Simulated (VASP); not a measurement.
Input of a VASP 6.6.1 run:

INCAR

```
SYSTEM = Cu
ALGO = Normal ; EDIFF = 1E-6
ENCUT = 520 ; GGA = PE
ISIF = 2 ; ISMEAR = 0
LASPH = .True. ; LCHARG = .True.
LELF = .True. ; LREAL = .False.
LVHAR = .True. ; LWAVE = .False.
NBANDS = 18 ; NELM = 80
PREC = Accurate ; SIGMA = 0.1
```

KPOINTS

```
k-points
0
Gamma
  18 18 10
  0 0 0
```

File POSCAR:

```
Cu
1.0
    2.6451914678      0.0000000000      0.0000000000
   -1.3225957339      2.2908030090      0.0000000000
    0.0000000000      0.0000000000      3.9227347226
Cu
2
Direct
    0.3333333300      0.6666666700      0.2500000000
    0.6666666700      0.3333333300      0.7500000000
```

Potentials or basis: VASP PAW PBE potentials, release 64 (Cu).

Launch:

```console
$ cat potpaw_PBE.64/Cu/POTCAR > POTCAR
$ mpirun -np 1 vasp_std > vasp.out
```

Predict the band gap on the k mesh.

zero (bands 11 and 12 overlap by 5.49 eV).

Predict the pressure.

3.2 GPa.

Stress tensor (GPa, compression positive):
```
-1.91  0.00  0.00
 0.00 -1.91  0.00
 0.00  0.00 13.50
```

Caveat: the cell differs from its parent crystal (strained); the cell stands under pressure.
